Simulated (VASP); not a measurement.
Input of a VASP 6.6.1 run:

The input INCAR:

```
  PREC = Accurate
  ENCUT = 520
  EDIFF = 1E-6
  ISMEAR = -1
  SIGMA = 0.05
  LREAL = False
  LASPH = True
  NELM = 60
  ALGO = Normal
  ISIF = 2
  LWAVE = False
  LCHARG = False
  GGA = CA
  NBANDS = 17
```

File KPOINTS:

```
Automatic mesh
0
Gamma
  18 18 10
```

Contents of POSCAR:

```
Hf
1.0
    3.1095378057      0.0000000000      0.0000000000
   -1.5547689028      2.6929387338      0.0000000000
    0.0000000000      0.0000000000      4.9345142960
Hf
2
Direct
    0.3333333333      0.6666666667      0.2500000000
    0.6666666667      0.3333333333      0.7500000000
```

Potentials or basis: VASP PAW LDA potentials, release 64 (Hf_pv).

Run with:

```sh
$ cat potpaw_LDA.64/Hf_pv/POTCAR > POTCAR
$ mpirun -np 1 vasp_std > vasp.out
```

What does it give for the pressure?

1.1 GPa.

What does it give for the band gap on the k mesh?

Zero (band 10 reaches 6.50 eV, above the bottom of band 11 at 5.04 eV).

Caveat: spin-orbit coupling is left out, which moves the levels of the heavy elements.
